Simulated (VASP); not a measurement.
# Si (P-1) in VASP: single point with LDA

Aim: the single point of Si with LDA.

All numbers are computed with VASP 6.6.1; they aren't measurements. Logs are shortened: lines on timing, memory, paths and dates and some standing lists are left out, and cuts for length are marked.

### Step 1. The cell of the first run

The typed cell holds 2 atoms: a = 3.613 Å, b = 3.613 Å, c = 3.613 Å, α = 97.50°, β = 97.50°, γ = 137.65°.

### Step 2. Single point, LDA (atom 1 moved 0.45 Å)

The input, INCAR:

```
PREC = Accurate
ENCUT = 520
EDIFF = 1E-7
ISMEAR = 0
SIGMA = 0.15
LREAL = F
LASPH = T
NELM = 100
ALGO = Normal
ISIF = 2
LWAVE = F
LCHARG = F
GGA = CA
NBANDS = 11
```

The input, KPOINTS:

```
regular mesh
0
Gamma
  14 14 14
```

The input, POSCAR:

```
Si
1.0
   -2.3824154513      2.3824154513      1.3052992358
    2.3824154513     -2.3824154513      1.3052992358
    2.3824154513      2.3824154513     -1.3052992358
Si
2
Direct
    0.2911103312      0.7508751715      0.4578345853
    0.4588896688      0.4991248285      0.0421654147
```

Potentials or basis: VASP PAW LDA potentials, release 64 (Si).

Launch:

```sh
$ cat potpaw_LDA.64/Si/POTCAR > POTCAR
$ mpirun -np 1 vasp_std > vasp.out
```

OUTCAR:

```text
PREC = Accurate
   ENCUT = 520
   EDIFF = 1E-7
   ISMEAR = 0
   LREAL = F
   LASPH = T
   NELM = 100
   ISIF = 2
   GGA = CA

 ion  position               nearest neighbor table
   1  0.291  0.751  0.458-   2 2.04   2 2.56   2 2.58   2 2.81   2 2.95   2 2.97   2 2.98
   2  0.459  0.499  0.042-   1 2.04   1 2.56   1 2.58   1 2.81   1 2.95   1 2.97   1 2.98

  LATTYP: Found a body centered tetragonal cell.
 ALAT       =     4.7648309026
 C/A-ratio  =     0.5478890070

  Lattice vectors:

 A1 = (  -2.3824154513,   2.3824154513,   1.3052992358)
 A2 = (   2.3824154513,  -2.3824154513,   1.3052992358)
 A3 = (   2.3824154513,   2.3824154513,  -1.3052992358)

Analysis of symmetry for initial positions (statically):
=====================================================================
 Subroutine PRICEL returns:
 Original cell was already a primitive cell.

 Routine SETGRP: Setting up the symmetry group for a
 body centered tetragonal supercell.

 Subroutine GETGRP returns: Found  2 space group operations
 (whereof  1 operations were pure point group operations)
 out of a pool of 16 trial point group operations.

The static configuration has the point symmetry C_1 .
 The point group associated with its full space group is S_2 .

Analysis of symmetry for dynamics (positions and initial velocities):
=====================================================================
 Subroutine PRICEL returns:
 Original cell was already a primitive cell.

 Routine SETGRP: Setting up the symmetry group for a
 body centered tetragonal supercell.

 Subroutine GETGRP returns: Found  2 space group operations
 (whereof  1 operations were pure point group operations)
 out of a pool of 16 trial point group operations.

The dynamic configuration has the point symmetry C_1 .
 The point group associated with its full space group is S_2 .

 Subroutine INISYM returns: Found  2 space group operations
 (whereof  1 operations are pure point group operations),
 and found     1 'primitive' translations

----------------------------------------------------------------------------------------

                                     Primitive cell

  volume of cell :      29.6350

  direct lattice vectors                    reciprocal lattice vectors
    -2.382415451  2.382415451  1.305299236     0.000000000  0.209871036  0.383053928
     2.382415451 -2.382415451  1.305299236     0.209871036  0.000000000  0.383053928
     2.382415451  2.382415451 -1.305299236     0.209871036  0.209871036  0.000000000

  length of vectors
     3.613255161  3.613255161  3.613255161     0.436779308  0.436779308  0.296802466

  position of ions in fractional coordinates (direct lattice)
     0.291110331  0.750875171  0.457834585
     0.458889669  0.499124829  0.042165415

  ion indices of the primitive-cell ions
   primitive index   ion index
                 1           1
                 2           2

----------------------------------------------------------------------------------------

 KPOINTS: regular mesh

Automatic generation of k-mesh.
 Grid dimensions read from file:
 generate k-points for:   14   14   14

 Generating k-lattice:

  Cartesian coordinates                     Fractional coordinates (reciprocal lattice)
     0.000000000  0.014990788  0.027360995     0.071428571  0.000000000 -0.000000000
     0.014990788  0.000000000  0.027360995     0.000000000  0.071428571 -0.000000000
     0.014990788  0.014990788  0.000000000     0.000000000  0.000000000  0.071428571

  Length of vectors
     0.031198522  0.031198522  0.021200176

  Shift w.r.t. Gamma in fractional coordinates (k-lattice)
     0.000000000  0.000000000  0.000000000

 Subroutine IBZKPT returns following result:
 ===========================================

 Found   1376 irreducible k-points:

 Following reciprocal coordinates:
            Coordinates               Weight
  0.000000  0.000000  0.000000      1.000000
  0.071429  0.000000  0.000000      2.000000
  0.071429  0.000000 -0.071429      2.000000
  0.000000  0.071429 -0.071429      2.000000
  0.000000  0.071429  0.000000      2.000000
  0.142857  0.000000 -0.000000      2.000000
[... 16 lines left out ...]
  0.428571 -0.000000 -0.428571      2.000000
 -0.000000  0.428571 -0.428571      2.000000
 [... further k-points ...]
   k-points           NKPTS =   1376   k-points in BZ     NKDIM =   1376   number of bands    NBANDS=     11
   number of dos      NEDOS =    301   number of ions     NIONS =      2
   total plane-waves  NPLWV =  21952
   dimension x,y,z NGX =    28 NGY =   28 NGZ =   28
   dimension x,y,z NGXF=    56 NGYF=   56 NGZF=   56
   ions per type =               2
   NGX,Y,Z   is equivalent  to a cutoff of  12.88, 12.88, 12.88 a.u.
   NGXF,Y,Z  is equivalent  to a cutoff of  25.77, 25.77, 25.77 a.u.
 SYSTEM =  unknown system
   PREC   = accura    normal or accurate (medium, high low for compatibility)
   ISTART =      0    job   : 0-new  1-cont  2-samecut
   ICHARG =      2    charge: 1-file 2-atom 10-const
   ISPIN  =      1    spin polarized calculation?
   LNONCOLLINEAR =      F non collinear calculations
   LSORBIT =      F    spin-orbit coupling
   LASPH  =      T    aspherical Exc in radial PAW
   ENCUT  =  520.0 eV  38.22 Ry    6.18 a.u.   6.72  6.72  6.72*2*pi/ulx,y,z
   NELM   =    100;   NELMIN=  2; NELMDL= -5     # of ELM steps
   EDIFF  = 0.1E-06   stopping-criterion for ELM
   LREAL  =      F    real-space projection
   EDIFFG = 0.1E-05   stopping-criterion for IOM
   NSW    =      0    number of steps for IOM
   IBRION =     -1    ionic relax: 0-MD 1-quasi-New 2-CG
   NFREE  =      0    steps in history (QN), initial steepest desc. (CG)
   ISIF   =      2    stress and relaxation
   ISYM   =      2    0-nonsym 1-usesym 2-fastsym
   POTIM  = 0.5000    time-step for ionic-motion
   TEBEG  =    0.0;   TEEND  =   0.0 temperature during run
   PSTRESS=    0.0 pullay stress
   NELECT =       8.0000    total number of electrons
   NUPDOWN=      -1.0000    fix difference up-down
   EMIN   =  10.00;   EMAX   =-10.00  energy-range for DOS
   EFERMI =   0.00;   METHOD = LEGACY
   ISMEAR =     0;   SIGMA  =   0.15  broadening in eV -4-tet -1-fermi 0-gaus
   EFERMI_NEDOS =   21; number of points for ismear=-14 and -15
   IALGO  =     38    algorithm
   IMIX   =      4    mixing-type and parameters
     AMIX     =   0.40;   BMIX     =  1.00
     AMIX_MAG =   1.60;   BMIX_MAG =  1.00
  volume/ion in A,a.u.               =      14.82        99.99
  Fermi-wavevector in a.u.,A,eV,Ry     =   1.058043  1.999411 15.231097  1.119454
  Thomas-Fermi vector in A             =   2.193337
   LORBIT       =      0    0 simple, 1 ext, 2 COOP (PROOUT), +10 PAW based schemes
   GGA     = CA    functional components
   LHFCALC =     F    Hartree Fock is set to
   AEXX    =    0.0000 exact exchange contribution
   IVDW    =     0    specifies the selected vdW correction
   LEPSILON=     F    determine dielectric tensor
   LRPA    =     F    only Hartree local field effects (RPA)
 non-spin polarized calculation
 Gauss-broadening in eV      SIGMA  =   0.15
  energy-cutoff  :      520.00
  volume of cell :       29.64
 maximum number of plane-waves:       813
   NGX = 13   NGY = 13   NGZ = 13

 number of electron       8.0000000 magnetization

 Free energy of the ion-electron system (eV)
  ---------------------------------------------------
  ext. energy  EPLUGINS =         0.00000000
  ---------------------------------------------------
  free energy    TOTEN  =       -10.63213678 eV

  energy without entropy =      -10.62338360  energy(sigma->0) =      -10.62776019

 E-fermi :   9.4280     XC(G=0): -11.0574

 val. band max:        9.4278948872   @ k =   0.1429  -0.2143   0.0714
 cond. band min:       9.4299895051   @ k =   0.0000   0.1429  -0.1429
 fundamental gap:      0.0020946179
 Fermi energy:         9.4279984000

 k-point     1 :       0.0000    0.0000    0.0000
  band No.  band energies     occupation
      1      -4.7000      2.00000
      2       6.5242      2.00000
      3       7.1992      2.00000
      4       7.3619      2.00000
      5      10.1858      0.00000
      6      17.4180      0.00000
      7      18.1501      0.00000
      8      18.6790      0.00000
      9      19.0137      0.00000
     10      19.2349      0.00000
     11      20.1860      0.00000

 k-point     2 :       0.0714    0.0000    0.0000
  band No.  band energies     occupation
      1      -4.5621      2.00000
      2       6.4572      2.00000
      3       6.5564      2.00000
      4       8.2506      2.00000
      5      10.4811      0.00000
      6      16.0143      0.00000
      7      17.0018      0.00000
      8      18.1992      0.00000
      9      19.1351      0.00000
     10      19.5996      0.00000
     11      20.6576      0.00000

 k-point     3 :       0.0714    0.0000   -0.0714
  band No.  band energies     occupation
      1      -4.5620      2.00000
      2       6.1702      2.00000
      3       7.0894      2.00000
      4       7.9145      2.00000
      5      10.5562      0.00000
      6      16.0708      0.00000
      7      17.4930      0.00000
      8      18.0730      0.00000
      9      18.4008      0.00000
     10      19.8840      0.00000
     11      20.5623      0.00000
[... 267 lines left out ...]
 k-point    23 :       0.4286   -0.0000   -0.4286
  band No.  band energies     occupation
      1       0.1545      2.00000
      2       3.7517      2.00000
      3       6.8239      2.00000
      4       7.6156      2.00000
      5       8.7308      2.00000
      6      10.9434      0.00000
      7      13.6529      0.00000
      8      15.5202      0.00000
      9      17.8042      0.00000
     10      18.7269      0.00000
     11      21.7496      0.00000

 k-point    24 :      -0.0000    0.4286   -0.4286
  band No.  band energies     occupation
      1       0.1153      2.00000
      2       3.9369      2.00000
      3       6.7311      2.00000
      4       7.3679      2.00000
      5       8.9614      1.99999
      6      10.6191      0.00000
      7      14.3943      0.00000
      8      15.3212      0.00000
      9      17.0053      0.00000
     10      18.8795      0.00000
     11      22.2040      0.00000

 [... further k-points ...]

------------------------ aborting loop because EDIFF is reached ----------------------------------------

  FORCE on cell =-STRESS in cart. coord.  units (eV):
  Direction    XX          YY          ZZ          XY          YZ          ZX
  --------------------------------------------------------------------------------------
  -------------------------------------------------------------------------------------
  Total        8.5783063     -1.7149882      0.2832389     -0.0230405      0.0088683     -1.5531933
  in kB      463.7747118    -92.7185565     15.3129320     -1.2456549      0.4794530    -83.9713271
  external PRESSURE =     128.7896958 kB  Pullay stress =       0.0000000 kB

 VOLUME and BASIS-vectors are now :
 -----------------------------------------------------------------------------
  energy-cutoff  :      520.00
  volume of cell :       29.64
      direct lattice vectors                 reciprocal lattice vectors
    -2.382415451  2.382415451  1.305299236     0.000000000  0.209871036  0.383053928
     2.382415451 -2.382415451  1.305299236     0.209871036  0.000000000  0.383053928
     2.382415451  2.382415451 -1.305299236     0.209871036  0.209871036  0.000000000

 POSITION                                       TOTAL-FORCE (eV/Angst)
 -----------------------------------------------------------------------------------
      2.18610     -0.00460      0.76249         5.364700      0.011391     -1.234739
      0.19631      0.00460      1.19546        -5.364700     -0.011391      1.234739
 -----------------------------------------------------------------------------------
    total drift:                               -0.000000      0.000000     -0.000000

  FREE ENERGIE OF THE ION-ELECTRON SYSTEM (eV)
  ---------------------------------------------------
  free  energy   TOTEN  =       -10.6321367764 eV

  energy  without entropy=      -10.6233835969  energy(sigma->0) =      -10.62776019
```

Run time: 5 min. Hardware: 1 thread of AMD EPYC 9R14 (Zen 4), shared host; peak memory 0.39 GiB.

What came out:

```yaml
Free_energy: -10.6321 eV
Pressure: 12.9 GPa
Largest_force: 5.505 eV/Å
Band_gap_on_the_k_mesh: zero (bands 4 and 5 overlap by 5.95 eV)
```

Forces on the atoms (eV/Å):
```
Si   5.365  0.011 -1.235
Si  -5.365 -0.011  1.235
```

Levels at points of the mesh, in eV from the Fermi level:
| k point | band 1 | band 2 | band 3 | band 4 | band 5 | band 6 | band 7 | band 8 | band 9 |
| --- | --- | --- | --- | --- | --- | --- | --- | --- | --- |
| (0.00, 0.00, 0.00) | -14.13 | -2.90 | -2.23 | -2.07 | 0.76 | 7.99 | 8.72 | 9.25 | 9.59 |
| (0.50, 0.00, 0.00) | -8.10 | -6.91 | -2.33 | -1.56 | -1.41 | 0.80 | 4.83 | 5.88 | 8.71 |
| (0.50, 0.00, 0.50) | -7.83 | -7.29 | -2.02 | -1.58 | -1.56 | 1.03 | 4.25 | 5.94 | 10.24 |
| (0.00, 0.50, 0.50) | -8.11 | -6.89 | -2.37 | -1.53 | -1.40 | 0.78 | 4.84 | 5.86 | 8.71 |
| (0.00, 0.50, 0.00) | -8.15 | -6.84 | -2.44 | -1.41 | -0.95 | 0.07 | 4.63 | 5.43 | 10.26 |
| (0.50, 0.50, 0.00) | -11.83 | -9.99 | -0.87 | 1.02 | 2.54 | 2.97 | 7.28 | 8.59 | 9.88 |
| (0.00, 0.00, 0.50) | -11.86 | -9.94 | -0.94 | 1.06 | 2.52 | 2.98 | 7.31 | 8.61 | 9.85 |
| (0.50, 0.50, 0.50) | -9.74 | -8.25 | -6.90 | -5.79 | 5.42 | 6.16 | 12.80 | 13.33 | 13.50 |

Caveat: the cell differs from its parent crystal (atom 1 moved 0.45 Å); the stress differs along the axes, from -9 to 46 GPa; forces of over 1 eV/Å act on the atoms, so gaps and moduli don't describe the material at rest.
